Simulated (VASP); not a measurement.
A run of VASP 6.6.1 is set up as follows.

Contents of INCAR:

```
SYSTEM = Bi2Te3
ALGO = Normal
EDIFF = 1E-8
ENCUT = 520
GGA = PE
ISIF = 2
ISMEAR = -1
LASPH = .True.
LCHARG = .False.
LEFG = .True.
LREAL = .False.
LWAVE = .False.
NBANDS = 32
NELM = 60
PREC = Accurate
SIGMA = 0.08
```

The input KPOINTS:

```
k-points
0
Gamma
  7 7 7
  0 0 0
```

Contents of POSCAR:

```
Bi2Te3
1.0
    2.1930005584      1.2661294627     10.0640133000
   -2.1930005584      1.2661294627     10.0640133000
    0.0000000000     -2.5322589254     10.0640133000
Bi Te
2 3
Direct
    0.4000000000      0.4000000000      0.4000000000
    0.6000000000      0.6000000000      0.6000000000
    0.0000000000      0.0000000000      0.0000000000
    0.2095000000      0.2095000000      0.2095000000
    0.7905000000      0.7905000000      0.7905000000
```

Potentials or basis: VASP PAW PBE potentials, release 64 (Bi_d, Te).

Run with:

```bash
$ cat potpaw_PBE.64/Bi_d/POTCAR potpaw_PBE.64/Te/POTCAR > POTCAR
$ mpirun -np 1 vasp_std > vasp.out
```

Question: Estimate the pressure.

Answer: 2.5 GPa.

Question: What does it give for the largest force?

Answer: 0.056 eV/Å.

Electric field gradients, principal values (V/Å²):
```tsv
atom	least	middle	greatest (by size)
1 Bi	-10.583	-10.583	21.165
2 Bi	-10.583	-10.583	21.165
3 Te	-42.578	-42.578	85.156
4 Te	-1.416	-1.416	2.833
5 Te	-1.416	-1.416	2.833
```

Caveat: the cell differs from its parent crystal (zz strain of -1 %); without QUAD_EFG the Cq values of the log hold for a quadrupole moment of 1 mb, not for the nuclei.
